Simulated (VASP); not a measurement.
Here is a VASP 6.6.1 calculation.

File INCAR:

```
  ALGO = Normal
  EDIFF = 1E-7
  EDIFFG = -0.04
  ENCUT = 600
  GGA = PS
  IBRION = 2
  ISIF = 3
  ISMEAR = 0
  LASPH = True
  LCHARG = False
  LREAL = False
  LWAVE = False
  NELM = 100
  NSW = 90
  PREC = Accurate
  SIGMA = 0.1
```

KPOINTS

```
k-points
0
Gamma
  6 6 4
```

File POSCAR:

```
Ti
1.0
    1.6185514997     -5.1343778691      0.0000000000
    1.6185514997      5.1343778691      0.0000000000
    0.0000000000      0.0000000000      4.2835381079
Ti
4
Direct
    0.0980000000      0.9020000000      0.9100000000
    0.5980000000      0.4020000000      0.5900000000
    0.9020000000      0.0980000000      0.0900000000
    0.4020000000      0.5980000000      0.4100000000
```

Potentials or basis: VASP PAW PBE potentials, release 64 (Ti_sv).

The run is started by

```console
$ cat potpaw_PBE.64/Ti_sv/POTCAR > POTCAR
$ mpirun -np 1 vasp_std > vasp.out
```

**Question.** Predict the relaxed cell.

**Answer.** a = 4.968 Å, b = 4.968 Å, c = 4.872 Å, α = 90.00°, β = 90.00°, γ = 146.09°.

**Question.** Predict the relaxed volume.

**Answer.** 16.77 Å³/atom.

**Question.** What does it give for the space group after relaxing (to 0.05 Å)?

**Answer.** Fmmm (No. 69).

**Question.** Estimate the band gap on the k mesh.

**Answer.** Zero (band 24 reaches 9.13 eV, above the bottom of band 25 at 7.89 eV).

Forces on the atoms (eV/Å):
```
Ti   0.000  0.026 -0.014
Ti   0.000  0.026  0.014
Ti   0.000 -0.026  0.014
Ti   0.000 -0.026 -0.014
```

Caveat: the k points lie up to 0.38 Å⁻¹ apart in the final cell; the PAW data sets were made with another functional, which shifts forces and pressure a little.
